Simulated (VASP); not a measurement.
# Cu (P6_3/mmc) in VASP: notebook

Cu is run at these levels: PBEsol; tasks: relaxation of cell and atoms.

Program: VASP 6.6.1. These are calculated values, not measurements. Logs are shortened: lines on timing, memory, paths and dates and some standing lists are left out, and cuts for length are marked.

### 1 The cell of the first run

It takes space group P6_3/mmc (No. 194, hexagonal). The conventional cell has a = 2.534 Å, b = 2.534 Å, c = 4.113 Å, α = 90.00°, β = 90.00°, γ = 120.00°. Within 3.3 Å of Cu (site symmetry -6m2) lie 12 Cu at 2.52 to 2.53 Å.

This isn't the form of Cu at room conditions, which is fcc.

### 2 Relaxation of cell and atoms, PBEsol, target pressure 5 GPa, at which the enthalpy is minimised

Contents of INCAR:

```
ALGO = Normal ; EDIFF = 1E-6
EDIFFG = -0.01 ; ENCUT = 600
GGA = PS ; IBRION = 2
ISIF = 3 ; ISMEAR = -1
LASPH = True ; LCHARG = False
LREAL = False ; LWAVE = False
NELM = 60 ; NSW = 60
PREC = Accurate ; PSTRESS = 50.0
SIGMA = 0.05
```

Contents of KPOINTS:

```
k-points
0
Gamma
  12 12 7
```

Contents of POSCAR:

```
Cu
1.0
    2.5340966698      0.0000000000      0.0000000000
   -1.2670483349      2.1945920917      0.0000000000
    0.0000000000      0.0000000000      4.1125710000
Cu
2
Direct
    0.6666666667      0.3333333333      0.7500000000
    0.3333333333      0.6666666667      0.2500000000
```

Potentials or basis: VASP PAW PBE potentials, release 64 (Cu).

Run with:

```
cat potpaw_PBE.64/Cu/POTCAR > POTCAR
mpirun -np 1 vasp_std > vasp.out
```

OUTCAR:

```text
EDIFF = 1E-6
   EDIFFG = -0.01
   ENCUT = 600
   GGA = PS
   IBRION = 2
   ISIF = 3
   ISMEAR = -1
   LASPH = True
   LREAL = False
   NELM = 60
   NSW = 60
   PREC = Accurate
   PSTRESS = 50.0

 ion  position               nearest neighbor table
   1  0.667  0.333  0.750-   2 2.52   2 2.52   2 2.52   2 2.52   2 2.52   2 2.52
   2  0.333  0.667  0.250-   1 2.52   1 2.52   1 2.52   1 2.52   1 2.52   1 2.52

  LATTYP: Found a hexagonal cell.
 ALAT       =     2.5340966698
 C/A-ratio  =     1.6228942838

  Lattice vectors:

 A1 = (   2.5340966698,   0.0000000000,   0.0000000000)
 A2 = (  -1.2670483349,   2.1945920917,   0.0000000000)
 A3 = (   0.0000000000,   0.0000000000,   4.1125710000)

Analysis of symmetry for initial positions (statically):
=====================================================================
 Subroutine PRICEL returns:
 Original cell was already a primitive cell.

 Routine SETGRP: Setting up the symmetry group for a
 hexagonal supercell.

 Subroutine GETGRP returns: Found 24 space group operations
 (whereof 12 operations were pure point group operations)
 out of a pool of 24 trial point group operations.

The static configuration has the point symmetry D_3d.
 The point group associated with its full space group is D_6h.

Analysis of symmetry for dynamics (positions and initial velocities):
=====================================================================
 Subroutine PRICEL returns:
 Original cell was already a primitive cell.

 Routine SETGRP: Setting up the symmetry group for a
 hexagonal supercell.

 Subroutine GETGRP returns: Found 24 space group operations
 (whereof 12 operations were pure point group operations)
 out of a pool of 24 trial point group operations.

The dynamic configuration has the point symmetry D_3d.
 The point group associated with its full space group is D_6h.

 Subroutine INISYM returns: Found 24 space group operations
 (whereof 12 operations are pure point group operations),
 and found     1 'primitive' translations

----------------------------------------------------------------------------------------

                                     Primitive cell

  volume of cell :      22.8713

  direct lattice vectors                    reciprocal lattice vectors
     2.534096670  0.000000000  0.000000000     0.394617937  0.227832772  0.000000000
    -1.267048335  2.194592092  0.000000000     0.000000000  0.455665544  0.000000000
     0.000000000  0.000000000  4.112571000     0.000000000  0.000000000  0.243156896

  length of vectors
     2.534096670  2.534096670  4.112571000     0.455665544  0.455665544  0.243156896

  position of ions in fractional coordinates (direct lattice)
[... 101 lines left out ...]
  Fermi-wavevector in a.u.,A,eV,Ry     =   1.616041  3.053874 35.532800  2.611587
  Thomas-Fermi vector in A             =   2.710691
   LORBIT       =      0    0 simple, 1 ext, 2 COOP (PROOUT), +10 PAW based schemes
   GGA     = PS    functional components
   LHFCALC =     F    Hartree Fock is set to
   AEXX    =    0.0000 exact exchange contribution
   IVDW    =     0    specifies the selected vdW correction
   LEPSILON=     F    determine dielectric tensor
   LRPA    =     F    only Hartree local field effects (RPA)
 conjugate gradient relaxation of ions
 non-spin polarized calculation
  energy-cutoff  :      600.00
  volume of cell :       22.87
 maximum number of plane-waves:       774
   NGX = 11   NGY = 11   NGZ = 17

--------------------------------------- Ionic step        1  -------------------------------------------

 number of electron      21.9999991 magnetization

 Free energy of the ion-electron system (eV)
  ---------------------------------------------------
  ext. energy  EPLUGINS =         0.00000000
  ---------------------------------------------------
  free energy    TOTEN  =        -8.58730719 eV

  energy without entropy =       -8.57940311  energy(sigma->0) =       -8.58335515

------------------------ aborting loop because EDIFF is reached ----------------------------------------

  FORCE on cell =-STRESS in cart. coord.  units (eV):
  Direction    XX          YY          ZZ          XY          YZ          ZX
  --------------------------------------------------------------------------------------
  -------------------------------------------------------------------------------------
  Total       -0.1096636     -0.1096636     -0.0626638      0.0000000     -0.0000000      0.0000000
  in kB       -7.6821489     -7.6821489     -4.3897178      0.0000000     -0.0000000      0.0000000
  external PRESSURE =     -56.5846719 kB  Pullay stress =      50.0000000 kB
[... 253 lines left out ...]
--------------------------------------- Ionic step        8  -------------------------------------------

 number of electron      21.9999988 magnetization

 Free energy of the ion-electron system (eV)
  ---------------------------------------------------
  ext. energy  EPLUGINS =         0.00000000
  ---------------------------------------------------
  free energy    TOTEN  =        -8.57776815 eV

  energy without entropy =       -8.56992220  energy(sigma->0) =       -8.57384517

 E-fermi :   8.1824     XC(G=0): -13.2914

 val. band max:        8.1740663961   @ k =   0.3333   0.1667   0.2857
 cond. band min:       8.2091879348   @ k =   0.5000  -0.0000   0.0000
 fundamental gap:      0.0351215386
 Fermi energy:         8.1824125032

 k-point     1 :       0.0000    0.0000    0.0000
  band No.  band energies     occupation
      1      -1.6661      2.00000
      2       2.7632      2.00000
      3       5.0055      2.00000
      4       5.0631      2.00000
      5       5.0631      2.00000
      6       5.2976      2.00000
      7       5.2976      2.00000
      8       5.5997      2.00000
      9       5.5997      2.00000
     10       6.4351      2.00000
     11       6.4351      2.00000
     12       7.0268      2.00000
     13      12.3511      0.00000
     14      30.0534      0.00000
[... 401 lines left out ...]
      2       3.5579      2.00000
      3       3.8509      2.00000
      4       4.4838      2.00000
      5       5.0549      2.00000
      6       5.1539      2.00000
      7       5.4080      2.00000
      8       6.1661      2.00000
      9       6.2013      2.00000
     10       6.2261      2.00000
     11       6.5420      2.00000
     12      10.9215      0.00000
     13      15.3147      0.00000
     14      16.4903      0.00000
     15      22.0182      0.00000

 [... further k-points ...]

------------------------ aborting loop because EDIFF is reached ----------------------------------------

  FORCE on cell =-STRESS in cart. coord.  units (eV):
  Direction    XX          YY          ZZ          XY          YZ          ZX
  --------------------------------------------------------------------------------------
  -------------------------------------------------------------------------------------
  Total        0.6975434      0.6975434      0.6961306      0.0000000      0.0000000      0.0000000
  in kB       50.4918928     50.4918928     50.3896246      0.0000000      0.0000000      0.0000000
  external PRESSURE =       0.4578034 kB  Pullay stress =      50.0000000 kB
[... 21 lines left out ...]
  energy  without entropy=       -8.5699222017  energy(sigma->0) =       -8.57384517

  enthalpy is  TOTEN    =        -7.8870201793 eV   P V=        0.6907479666

 reached required accuracy - stopping structural energy minimisation
```

OSZICAR:

```text
N       E                     dE             d eps       ncg     rms          rms(c)
DAV:   1     0.127851716261E+03    0.12785E+03   -0.11690E+04  2344   0.291E+03
DAV:   2    -0.601620121363E+01   -0.13387E+03   -0.12940E+03  2280   0.335E+02
DAV:   3    -0.107551089068E+02   -0.47389E+01   -0.46327E+01  2820   0.976E+01
[... 56 lines left out ...]
DAV:   1    -0.857826386178E+01    0.18577E-03   -0.67443E-03  2329   0.218E+00    0.184E-01
DAV:   2    -0.857793235286E+01    0.33151E-03   -0.32600E-03  2420   0.170E+00    0.729E-02
DAV:   3    -0.857778380349E+01    0.14855E-03   -0.55665E-04  2364   0.702E-01    0.282E-02
DAV:   4    -0.857776828153E+01    0.15522E-04   -0.78151E-06  3574   0.687E-02    0.163E-03
DAV:   5    -0.857776814598E+01    0.13555E-06   -0.32931E-07  1301   0.130E-02
   8 F= -.78870202E+01 E0= -.78830972E+01  d E =-.450102E-05
```

Wall time 3.1 min (1 thread of Intel Xeon 8259CL, shared host); peak memory 0.16 GiB.

Results:

| Item | Value |
| --- | --- |
| Free energy | -8.5778 eV |
| Relaxed volume | 11.07 Å³/atom |
| Relaxed cell | a = 2.504 Å, b = 2.504 Å, c = 4.076 Å, α = 90.00°, β = 90.00°, γ = 120.00° |
| Space group after relaxing (to 0.1 Å) | P6_3/mmc (No. 194) |
| Energy change on relaxing (the run minimises the enthalpy) | +4.8 meV/atom |
| Ionic steps | 8 |
| Pressure after relaxing | 5.0 GPa |
| Band gap on the k mesh | zero (bands 11 and 12 overlap by 6.08 eV) |

Step by step:
| step | energy change (eV) | largest force (eV/Å) | pressure (GPa) | volume (Å³) |
| --- | --- | --- | --- | --- |
| 1 | 0.0000 | 0.0000 | -0.66 | 22.87 |
| 2 | 0.0366 | 0.0000 | 10.24 | 21.56 |
| 3 | 0.0095 | 0.0000 | 5.00 | 22.14 |
| 4 | 0.0100 | 0.0000 | 5.03 | 22.12 |
| 5 | 0.0100 | 0.0000 | 5.11 | 22.12 |
| 6 | 0.0100 | 0.0000 | 5.16 | 22.12 |
| 7 | 0.0089 | 0.0000 | 4.76 | 22.16 |
| 8 | 0.0095 | 0.0000 | 5.05 | 22.13 |

Final structure:
```cif
data_structure
_symmetry_space_group_name_H-M 'P 1'
_symmetry_Int_Tables_number 1
_cell_length_a 2.5040
_cell_length_b 2.5040
_cell_length_c 4.0764
_cell_angle_alpha 90.000
_cell_angle_beta 90.000
_cell_angle_gamma 120.000
_cell_volume 22.13
loop_
_atom_site_label
_atom_site_type_symbol
_atom_site_fract_x
_atom_site_fract_y
_atom_site_fract_z
_atom_site_occupancy
Cu1 Cu 0.66667 0.33333 0.75000 1
Cu2 Cu 0.33333 0.66667 0.25000 1
```

Levels at points of the mesh, in eV from the Fermi level:
```tsv
k point	band 8	band 9	band 10	band 11	band 12	band 13	band 14	band 15
(0.00, 0.00, 0.00)	-2.58	-2.58	-1.75	-1.75	-1.16	4.17	21.87	22.67
(0.50, 0.00, 0.00)	-1.65	-1.59	-1.54	0.03	1.71	8.09	8.55	11.12
```

Caveat: the cell is relaxed towards a set pressure, so the run minimises the enthalpy, not the energy; the PAW data sets were made with another functional, which shifts forces and pressure a little.

### 3 Relaxation of cell and atoms, PBEsol, target pressure 10 GPa, at which the enthalpy is minimised

Contents of INCAR:

```
SYSTEM = Cu
ALGO = Normal ; EDIFF = 1E-6
EDIFFG = -0.01 ; ENCUT = 600
GGA = PS ; IBRION = 2
ISIF = 3 ; ISMEAR = -1
LASPH = .True. ; LCHARG = .False.
LREAL = .False. ; LWAVE = .False.
NELM = 100 ; NSW = 60
PREC = Accurate ; PSTRESS = 100.0
SIGMA = 0.05
```

Contents of KPOINTS:

```
k-points
0
Gamma
  12 12 7
  0 0 0
```

POSCAR is that of step 2.

Potentials or basis: VASP PAW PBE potentials, release 64 (Cu).

Run with:

```
cat potpaw_PBE.64/Cu/POTCAR > POTCAR
mpirun -np 1 vasp_std > vasp.out
```

It took 2.5 min on 1 thread of Intel Xeon 8259CL, shared host; peak memory 0.16 GiB.

It converged, with:

| Item | Value |
| --- | --- |
| Free energy | -8.5511 eV |
| Relaxed volume | 10.78 Å³/atom |
| Relaxed cell | a = 2.482 Å, b = 2.482 Å, c = 4.042 Å, α = 90.00°, β = 90.00°, γ = 120.00° |
| Space group after relaxing (to 0.1 Å) | P6_3/mmc (No. 194) |
| Energy change on relaxing (the run minimises the enthalpy) | +18.1 meV/atom |
| Ionic steps | 6 |
| Pressure after relaxing | 10.1 GPa |
| Band gap on the k mesh | zero (bands 11 and 12 overlap by 6.19 eV) |

The path:
| step | energy change (eV) | largest force (eV/Å) | pressure (GPa) | volume (Å³) |
| --- | --- | --- | --- | --- |
| 1 | 0.0000 | 0.0000 | -0.66 | 22.87 |
| 2 | 0.1498 | 0.0000 | 22.98 | 20.44 |
| 3 | 0.0346 | 0.0000 | 9.94 | 21.59 |
| 4 | 0.0362 | 0.0000 | 10.12 | 21.57 |
| 5 | 0.0361 | 0.0000 | 10.17 | 21.57 |
| 6 | 0.0362 | 0.0000 | 10.14 | 21.57 |

Final structure:
```
CELL_PARAMETERS angstrom
2.48204 0.00000 0.00000
-1.24102 2.14951 0.00000
0.00000 0.00000 4.04223
ATOMIC_POSITIONS crystal
Cu 0.66667 0.33333 0.75000
Cu 0.33333 0.66667 0.25000
```

Levels at points of the mesh, in eV from the Fermi level:
| k point | band 9 | band 10 | band 11 | band 12 | band 13 | band 14 |
| --- | --- | --- | --- | --- | --- | --- |
| (0.00, 0.00, 0.00) | -2.65 | -1.78 | -1.78 | -1.24 | 4.30 | 22.08 |
| (0.50, 0.00, 0.00) | -1.62 | -1.56 | 0.02 | 1.77 | 8.22 | 8.71 |

Caveat: the cell is relaxed towards a set pressure, so the run minimises the enthalpy, not the energy; the PAW data sets were made with another functional, which shifts forces and pressure a little.

### 4 Relaxation of cell and atoms, PBEsol, target pressure 20 GPa, at which the enthalpy is minimised

Contents of INCAR:

```
SYSTEM = Cu
PREC = Accurate ; ENCUT = 600
EDIFF = 1E-6 ; ISMEAR = -1
SIGMA = 0.05 ; LREAL = .FALSE.
LASPH = .TRUE. ; NELM = 60
ALGO = Fast ; ISIF = 3
LWAVE = .FALSE. ; LCHARG = .FALSE.
GGA = PS ; IBRION = 2
NSW = 60 ; EDIFFG = -0.01
PSTRESS = 200.0
```

Contents of KPOINTS:

```
regular mesh
0
G
  12 12 7
  0 0 0
```

POSCAR is that of step 3.

Run with:

```
cat potpaw_PBE.64/Cu/POTCAR > POTCAR
mpirun -np 1 vasp_std > vasp.out
```

Run time: 5.3 min. Hardware: 1 thread of Intel Xeon 8259CL, shared host; peak memory 0.17 GiB.

The run converged. Its results:

```
Free energy                                                : -8.4690 eV
Relaxed volume                                             : 10.34 Å³/atom
Relaxed cell                                               : a = 2.447 Å, b = 2.447 Å, c = 3.989 Å, α = 90.00°, β = 90.00°, γ = 120.00°
Space group after relaxing (to 0.1 Å)                      : P6_3/mmc (No. 194)
Energy change on relaxing (the run minimises the enthalpy) : +59.2 meV/atom
Ionic steps                                                : 11
Pressure after relaxing                                    : 20.1 GPa
Band gap on the k mesh                                     : zero (bands 11 and 12 overlap by 6.38 eV)
```

Stress tensor (GPa, compression positive):
```
20.15  0.00  0.00
 0.00 20.15  0.00
 0.00  0.00 19.98
```

Step by step:
| step | energy change (eV) | largest force (eV/Å) | pressure (GPa) | volume (Å³) |
| --- | --- | --- | --- | --- |
| 1 | 0.0000 | 0.0000 | -0.04 | 22.87 |
| 2 | 0.6319 | 0.0000 | 55.42 | 18.45 |
| 3 | 0.1082 | 0.0000 | 18.80 | 20.76 |
| 4 | 0.1189 | 0.0000 | 20.07 | 20.68 |
| 5 | 0.1137 | 0.0000 | 19.49 | 20.72 |
| 6 | 0.1139 | 0.0000 | 19.50 | 20.72 |
| 7 | 0.1140 | 0.0000 | 18.80 | 20.71 |
| 8 | 0.1163 | 0.0000 | 19.54 | 20.70 |
| 9 | 0.1176 | 0.0000 | 19.72 | 20.69 |
| 10 | 0.1202 | 0.0000 | 20.55 | 20.66 |
| 11 | 0.1183 | 0.0000 | 20.09 | 20.68 |

Final structure:
```yaml
crystal:
  lattice:
    - [2.44651, 0.00000, 0.00000]
    - [-1.22325, 2.11874, 0.00000]
    - [0.00000, 0.00000, 3.98945]
  atoms:
    - { symbol: Cu, position: [0.66667, 0.33333, 0.75000] }
    - { symbol: Cu, position: [0.33333, 0.66667, 0.25000] }
```

Levels at points of the mesh, in eV from the Fermi level:
| k point | band 8 | band 9 | band 10 | band 11 | band 12 | band 13 | band 14 | band 15 |
| --- | --- | --- | --- | --- | --- | --- | --- | --- |
| (0.00, 0.00, 0.00) | -2.76 | -2.76 | -1.84 | -1.84 | -1.39 | 4.52 | 22.43 | 23.80 |
| (0.50, 0.00, 0.00) | -1.73 | -1.66 | -1.60 | 0.02 | 1.86 | 8.42 | 8.97 | 11.56 |

Caveat: the cell is relaxed towards a set pressure, so the run minimises the enthalpy, not the energy; the PAW data sets were made with another functional, which shifts forces and pressure a little.

### 5 The runs side by side

```tsv
cell	gap on the mesh (eV)	pressure (GPa)
relaxed to 5 GPa	none	5.0
relaxed to 10 GPa	none	10.1
relaxed to 20 GPa	none	20.1
```

Alike in all rows: task relaxation of cell and atoms; level PBEsol; potentials or basis VASP PAW PBE potentials, release 64 (Cu); no spin polarisation; k mesh 12 × 12 × 7; cutoff (eV) 600; smearing fermi-dirac 0.05 eV.

Caveats: the cell is relaxed towards a set pressure, so the run minimises the enthalpy, not the energy; the PAW data sets were made with another functional, which shifts forces and pressure a little.

Absolute energies hang on the potentials; compare differences alone.

The gap in the log of VASP goes by the Fermi energy; the results here count the filled bands.